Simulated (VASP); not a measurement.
Pt: single point with PBE

Crystal: Pt.

```
CELL_PARAMETERS angstrom
0.00000 1.96090 1.96090
1.96090 0.00000 1.96090
1.96090 1.96090 0.00000
ATOMIC_POSITIONS crystal
Pt 0.00000 0.00000 0.00000
```

* Program: VASP 6.6.1
* Task: single point
* Functional: PBE
* Potentials or basis: VASP PAW PBE potentials, release 64 (Pt)
* Cutoff: 520 eV
* k mesh: 12 × 12 × 12
* Occupations: gaussian, width 0.021 eV
* Spin: no spin polarisation
* Dipole correction: no
* Further INCAR settings: ALGO = Normal; EDIFF = 1e-06; NBANDS = 11

| Property | Result |
| --- | --- |
| Pressure | 9.7 GPa |
| Band gap on the k mesh | zero (band 5 reaches 11.78 eV, above the bottom of band 6 at 9.54 eV) |

Levels at points of the mesh, in eV from the Fermi level:
```
           k point  band 3  band 4  band 5  band 6  band 7  band 8
(0.00, 0.00, 0.00)   -3.81   -3.81   -1.65   -1.65   14.61   19.58
(0.50, 0.00, 0.00)   -3.87   -0.50    0.02    0.02    5.82   14.18
(0.50, 0.50, 0.00)   -0.01    0.48    0.48    1.75    8.86   11.37
```

Wall time 4.8 s on 1 thread of Intel(R) Xeon(R) 6975P-C (Granite Rapids) (shared host), peak memory 0.14 GiB.

Caveat: spin-orbit coupling is left out, which moves the levels of the heavy elements.
